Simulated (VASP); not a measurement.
# MgS (P6_3mc) in VASP: further runs, part 2 of 2

VASP 6.6.1. Earlier steps stand in the parts before.

### Step 4. Single point, BLYP

INCAR

```
SYSTEM = MgS
PREC     = Accurate       ! precision mode
ENCUT    = 600            ! plane-wave cutoff, eV
EDIFF    = 1E-6           ! SCF threshold, eV
ISMEAR   = -1             ! smearing method
SIGMA    = 0.1            ! smearing width, eV
LREAL    = .False.        ! projectors in reciprocal space
LASPH    = .True.         ! aspherical terms in the spheres
NELM     = 120            ! most SCF steps
ALGO     = Normal         ! electronic algorithm
ISIF     = 2              ! what is computed and relaxed
LWAVE    = .False.        ! write WAVECAR
LCHARG   = .False.        ! write CHGCAR
GGA      = B5             ! functional
ALDAX    = 1.0          
AGGAX    = 1.0          
AGGAC    = 1.0          
ALDAC    = 0.0          
NBANDS   = 16             ! bands
GGA_COMPAT= .False.
```

KPOINTS

```
regular mesh
0
Gamma
  5 5 3
  0 0 0
```

POSCAR

```
MgS
1.0
    4.0346224100      0.0000000000      0.0000000000
   -2.0173112000      3.4940855000      0.0000000000
    0.0000000000      0.0000000000      6.4322941800
Mg S
2 2
Direct
    0.6666666700      0.3333333300      0.4957548500
    0.3333333300      0.6666666700      0.9957548500
    0.3333333300      0.6666666700      0.3792441500
    0.6666666700      0.3333333300      0.8792441500
```

Potentials or basis: VASP PAW PBE potentials, release 64 (Mg, S).

On the command line:

```bash
cat potpaw_PBE.64/Mg/POTCAR potpaw_PBE.64/S/POTCAR > POTCAR
mpirun -np 1 vasp_std > vasp.out
```

OUTCAR:

```text
SYSTEM = MgS
   PREC = Accurate
   ENCUT = 600
   EDIFF = 1E-6
   ISMEAR = -1
   LREAL = .False.
   LASPH = .True.
   NELM = 120
   ISIF = 2
   GGA = B5

 ion  position               nearest neighbor table
   1  0.667  0.333  0.496-   3 2.45   3 2.45   3 2.45   4 2.47
   2  0.333  0.667  0.996-   4 2.45   4 2.45   4 2.45   3 2.47
   3  0.333  0.667  0.379-   1 2.45   1 2.45   1 2.45   2 2.47
   4  0.667  0.333  0.879-   2 2.45   2 2.45   2 2.45   1 2.47

  LATTYP: Found a hexagonal cell.
 ALAT       =     4.0346224100
 C/A-ratio  =     1.5942741418

  Lattice vectors:

 A1 = (   4.0346224100,   0.0000000000,   0.0000000000)
 A2 = (  -2.0173112000,   3.4940855000,   0.0000000000)
 A3 = (   0.0000000000,   0.0000000000,   6.4322941800)

Analysis of symmetry for initial positions (statically):
=====================================================================
 Subroutine PRICEL returns:
 Original cell was already a primitive cell.

 Routine SETGRP: Setting up the symmetry group for a
 hexagonal supercell.

 Subroutine GETGRP returns: Found 12 space group operations
 (whereof  6 operations were pure point group operations)
 out of a pool of 24 trial point group operations.

The static configuration has the point symmetry C_3v.
 The point group associated with its full space group is C_6v.

Analysis of symmetry for dynamics (positions and initial velocities):
=====================================================================
 Subroutine PRICEL returns:
 Original cell was already a primitive cell.

 Routine SETGRP: Setting up the symmetry group for a
 hexagonal supercell.

 Subroutine GETGRP returns: Found 12 space group operations
 (whereof  6 operations were pure point group operations)
 out of a pool of 24 trial point group operations.

The dynamic configuration has the point symmetry C_3v.
 The point group associated with its full space group is C_6v.

 Subroutine INISYM returns: Found 12 space group operations
 (whereof  6 operations are pure point group operations),
 and found     1 'primitive' translations

----------------------------------------------------------------------------------------

                                     Primitive cell

  volume of cell :      90.6781

  direct lattice vectors                    reciprocal lattice vectors
     4.034622410  0.000000000  0.000000000     0.247854669  0.143098959  0.000000000
    -2.017311200  3.494085500  0.000000000     0.000000000  0.286197919  0.000000000
     0.000000000  0.000000000  6.432294180     0.000000000  0.000000000  0.155465526

  length of vectors
     4.034622410  4.034622406  6.432294180     0.286197919  0.286197919  0.155465526

  position of ions in fractional coordinates (direct lattice)
     0.666666670  0.333333330  0.495754850
     0.333333330  0.666666670  0.995754850
     0.333333330  0.666666670  0.379244150
     0.666666670  0.333333330  0.879244150

  ion indices of the primitive-cell ions
   primitive index   ion index
                 1           1
                 2           2
                 3           3
                 4           4

----------------------------------------------------------------------------------------

 KPOINTS: regular mesh
[... 25 lines left out ...]
  0.000000  0.000000  0.000000      1.000000
  0.200000 -0.000000  0.000000      6.000000
  0.400000 -0.000000  0.000000      6.000000
  0.200000  0.200000  0.000000      6.000000
  0.400000  0.200000  0.000000      6.000000
  0.000000  0.000000  0.333333      2.000000
  0.200000 -0.000000  0.333333     12.000000
  0.400000 -0.000000  0.333333     12.000000
  0.200000  0.200000  0.333333     12.000000
  0.400000  0.200000  0.333333     12.000000
   k-points           NKPTS =     10   k-points in BZ     NKDIM =     10   number of bands    NBANDS=     16
   number of dos      NEDOS =    301   number of ions     NIONS =      4
   total plane-waves  NPLWV =  55296
   dimension x,y,z NGX =    32 NGY =   32 NGZ =   54
   dimension x,y,z NGXF=    64 NGYF=   64 NGZF=  108
   ions per type =               2   2
   NGX,Y,Z   is equivalent  to a cutoff of  13.19, 13.19, 13.96 a.u.
   NGXF,Y,Z  is equivalent  to a cutoff of  26.37, 26.37, 27.91 a.u.
 SYSTEM =  MgS
   PREC   = accura    normal or accurate (medium, high low for compatibility)
   ISTART =      0    job   : 0-new  1-cont  2-samecut
   ICHARG =      2    charge: 1-file 2-atom 10-const
   ISPIN  =      1    spin polarized calculation?
   LNONCOLLINEAR =      F non collinear calculations
   LSORBIT =      F    spin-orbit coupling
   LASPH  =      T    aspherical Exc in radial PAW
   ENCUT  =  600.0 eV  44.10 Ry    6.64 a.u.   8.06  8.06 12.85*2*pi/ulx,y,z
   NELM   =    120;   NELMIN=  2; NELMDL= -5     # of ELM steps
   EDIFF  = 0.1E-05   stopping-criterion for ELM
   LREAL  =      F    real-space projection
   EDIFFG = 0.1E-04   stopping-criterion for IOM
   NSW    =      0    number of steps for IOM
   IBRION =     -1    ionic relax: 0-MD 1-quasi-New 2-CG
   NFREE  =      0    steps in history (QN), initial steepest desc. (CG)
   ISIF   =      2    stress and relaxation
   ISYM   =      2    0-nonsym 1-usesym 2-fastsym
   POTIM  = 0.5000    time-step for ionic-motion
   TEBEG  =    0.0;   TEEND  =   0.0 temperature during run
   PSTRESS=    0.0 pullay stress
   NELECT =      16.0000    total number of electrons
   NUPDOWN=      -1.0000    fix difference up-down
   EMIN   =  10.00;   EMAX   =-10.00  energy-range for DOS
   EFERMI =   0.00;   METHOD = LEGACY
   ISMEAR =    -1;   SIGMA  =   0.10  broadening in eV -4-tet -1-fermi 0-gaus
   EFERMI_NEDOS =   21; number of points for ismear=-14 and -15
   IALGO  =     38    algorithm
   IMIX   =      4    mixing-type and parameters
     AMIX     =   0.40;   BMIX     =  1.00
     AMIX_MAG =   1.60;   BMIX_MAG =  1.00
  volume/ion in A,a.u.               =      22.67       152.98
  Fermi-wavevector in a.u.,A,eV,Ry     =   0.918221  1.735187 11.471486  0.843130
  Thomas-Fermi vector in A             =   2.043279
   LORBIT       =      0    0 simple, 1 ext, 2 COOP (PROOUT), +10 PAW based schemes
   GGA     = B5    functional components
   LHFCALC =     F    Hartree Fock is set to
   AEXX    =    0.0000 exact exchange contribution
   IVDW    =     0    specifies the selected vdW correction
   LEPSILON=     F    determine dielectric tensor
   LRPA    =     F    only Hartree local field effects (RPA)
 non-spin polarized calculation
  energy-cutoff  :      600.00
  volume of cell :       90.68
 maximum number of plane-waves:      3058
   NGX = 17   NGY = 17   NGZ = 25

 number of electron      15.9999998 magnetization

 Free energy of the ion-electron system (eV)
  ---------------------------------------------------
  ext. energy  EPLUGINS =         0.00000000
  ---------------------------------------------------
  free energy    TOTEN  =       -15.39703552 eV

  energy without entropy =      -15.39703552  energy(sigma->0) =      -15.39703552

 E-fermi :   3.4108     XC(G=0):  -7.8853

 val. band max:        1.5625380353   @ k =   0.0000   0.0000   0.0000
 cond. band min:       5.1269526758   @ k =   0.0000   0.0000   0.0000
 fundamental gap:      3.5644146405
 Fermi energy:         3.4107721414

 k-point     1 :       0.0000    0.0000    0.0000
  band No.  band energies     occupation
      1      -9.8227      2.00000
      2      -9.1067      2.00000
      3      -1.5948      2.00000
      4       0.9896      2.00000
      5       0.9896      2.00000
      6       1.4023      2.00000
[... 167 lines left out ...]
      3      -1.3479      2.00000
      4      -1.1664      2.00000
      5      -0.2656      2.00000
      6       0.1962      2.00000
[... 8 lines left out ...]
     15      11.1061      0.00000
     16      11.7557      0.00000

------------------------ aborting loop because EDIFF is reached ----------------------------------------

  FORCE on cell =-STRESS in cart. coord.  units (eV):
  Direction    XX          YY          ZZ          XY          YZ          ZX
  --------------------------------------------------------------------------------------
  -------------------------------------------------------------------------------------
  Total        1.3839118      1.3839118      1.3683477      0.0000000      0.0000000      0.0000000
  in kB       24.4521282     24.4521282     24.1771288      0.0000000      0.0000000      0.0000000
  external PRESSURE =      24.3604617 kB  Pullay stress =       0.0000000 kB

 VOLUME and BASIS-vectors are now :
 -----------------------------------------------------------------------------
  energy-cutoff  :      600.00
  volume of cell :       90.68
      direct lattice vectors                 reciprocal lattice vectors
     4.034622410  0.000000000  0.000000000     0.247854669  0.143098959  0.000000000
    -2.017311200  3.494085500  0.000000000     0.000000000  0.286197919  0.000000000
     0.000000000  0.000000000  6.432294180     0.000000000  0.000000000  0.155465526

 POSITION                                       TOTAL-FORCE (eV/Angst)
 -----------------------------------------------------------------------------------
      2.01731      1.16470      3.18884         0.000000      0.000000      0.060225
     -0.00000      2.32939      6.40499         0.000000      0.000000      0.060225
     -0.00000      2.32939      2.43941         0.000000      0.000000     -0.060225
      2.01731      1.16470      5.65556        -0.000000     -0.000000     -0.060225
 -----------------------------------------------------------------------------------
    total drift:                               -0.000010      0.000006     -0.000132

  FREE ENERGIE OF THE ION-ELECTRON SYSTEM (eV)
  ---------------------------------------------------
  free  energy   TOTEN  =       -15.3970355195 eV

  energy  without entropy=      -15.3970355157  energy(sigma->0) =      -15.39703552
```

It took 41 s on 1 thread of Intel Xeon Platinum 8259CL at 2.50GHz (Skylake/Cascade Lake), shared host; peak memory 0.23 GiB.

Results:

* Free energy: -15.3970 eV
* Pressure: 2.4 GPa
* Largest force: 0.060 eV/Å
* Band gap on the k mesh: 3.56 eV

Forces on the atoms (eV/Å):
```
Mg   0.000  0.000  0.060
Mg   0.000  0.000  0.060
S    0.000  0.000 -0.060
S    0.000  0.000 -0.060
```

Caveat: the PAW data sets were made with another functional, which shifts forces and pressure a little.

### Step 5. Overview

```csv
level,potentials or basis,gap on the mesh (eV),pressure (GPa),largest force (eV/Å)
PBEsol,"VASP PAW PBE potentials, release 64 (Mg, S)",3.27,-0.4,0.04
LDA,"VASP PAW LDA potentials, release 64 (Mg, S)",3.16,-2.4,0.05
BLYP,"VASP PAW PBE potentials, release 64 (Mg, S)",3.56,2.4,0.06
```

Alike in all rows: task single point; no spin polarisation; cell as given; k mesh 5 × 5 × 3; cutoff (eV) 600; smearing fermi-dirac 0.1 eV.

Caveats: the PAW data sets were made with another functional, which shifts forces and pressure a little (at least some runs).

Total energies depend on the potentials used, so only differences within one code and one set of settings carry meaning.
